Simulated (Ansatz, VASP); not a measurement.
## PtSe2 in VASP and in Ansatz

```xyz
3
Lattice="3.6391 0.0000 0.0000 -1.8196 3.2490 0.0000 0.0000 0.0000 6.5269" Properties=species:S:1:pos:R:3 pbc="T T T"
Pt    0.0000    0.0000    0.0000
Se    0.0000    2.1660    1.3066
Se    1.8196    1.0830    5.2203
```

Change from the starting cell: strain -0.0300 x Voigt [1, 0, 0, 0, 0, 0], atoms carried along.

Alike in both runs: task single point; functional PBE; k mesh 12 × 12 × 4; occupations gaussian, width 0.05 eV; no spin polarisation.

|  | VASP | Ansatz |
| --- | --- | --- |
| version | VASP 6.6.1 | Ansatz 0.2.0 |
| potentials or method | VASP PAW PBE potentials, release 64 (Pt, Se), cutoff 520 eV | scalar-relativistic, plane waves, PAW |
| valence electrons in the cell | 22 | 50 |

|  | VASP | Ansatz | Ansatz less VASP |
| --- | --- | --- | --- |
| gap on the k mesh at the Fermi level (eV) | 0.87 | 0.88 | +0.011 |
| least direct gap on the mesh (eV) | 1.11 | 1.12 | +0.011 |
| pressure (GPa) | 3.3 | 3.3 | +0.02 |
| traceless stress, the component that is largest in VASP (GPa) | 2.41 | 2.41 | +0.003 |
| rms of the force components (eV/Å) | 0.204 | 0.204 | +0.0001 |

Atom by atom the forces differ by 0.000 eV/Å (rms over components). The functional is the same, so the differences come from potentials, cutoffs and numerics. VASP's potentials hold 22 valence electrons a cell and Ansatz's 50, so a difference there can come from the potentials and not from the codes.

Spin-orbit coupling is off throughout.
